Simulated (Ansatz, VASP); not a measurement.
Si in VASP and in Ansatz

```
Si
1.0
     3.84720    0.00000    0.00000
    -1.92360    3.33177    0.00000
     0.00000    0.00000   18.44470
Si
4
Direct
  0.33333 0.66667 0.26958
  0.66667 0.33333 0.24397
  0.66667 0.83333 0.50392
  0.33333 0.16667 0.47831
```

Alike in both runs: task single point; functional PBE; dispersion D3(BJ); k mesh 9 × 9 × 1; occupations gaussian, width 0.1 eV; no spin polarisation.

|  | VASP | Ansatz |
| --- | --- | --- |
| version | VASP 6.6.1 | Ansatz 0.2.0 |
| potentials or method | VASP PAW PBE potentials, release 64 (Si), cutoff 400 eV | scalar-relativistic, plane waves, PAW |
| valence electrons in the cell | 16 | 16 |

```tsv
	VASP	Ansatz	Ansatz less VASP
gap on the k mesh at the Fermi level (eV)	0.26	0.26	0.000
least direct gap on the mesh (eV)	0.26	0.26	0.000
rms of the force components (eV/Å)	0.070	0.073	+0.0021
```

Atom by atom the forces differ by 0.004 eV/Å (rms over components).
